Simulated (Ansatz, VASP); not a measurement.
**Two plane-wave programs on MoS2**

```
Mo S
1.0
     3.29076    0.00000    0.00000
    -1.64538    2.84989    0.00000
     0.00000    0.00000    6.43628
Mo S
1 2
Direct
  0.00000 0.00000 0.50000
  0.66667 0.33333 0.74468
  0.33333 0.66667 0.25532
```

Alike in both runs: task single point; functional revPBE; dispersion D3(BJ); k mesh 9 × 9 × 4; occupations fermi-dirac, width 0.05 eV; no spin polarisation.

```csv
,VASP,Ansatz
version,VASP 6.6.1,Ansatz 0.2.0
potentials or method,"VASP PAW PBE potentials, release 64 (Mo_sv, S)",Ansatz PAW
plane-wave cutoff (eV),520,420
valence electrons in the cell,26,26
```

```tsv
	VASP	Ansatz	Ansatz less VASP
gap on the k mesh at the Fermi level (eV)	none	none	-
pressure (GPa)	-10.2	-10.1	+0.13
traceless stress, the component that is largest in VASP (GPa)	1.33	1.33	-0.002
rms of the force components (eV/Å)	0.260	0.254	-0.0056
```

VASP's potentials were made for PBE, not for revPBE. Atom by atom the forces differ by 0.006 eV/Å (rms over components). A gap of «none» marks a metal or a gap that the smearing closes.
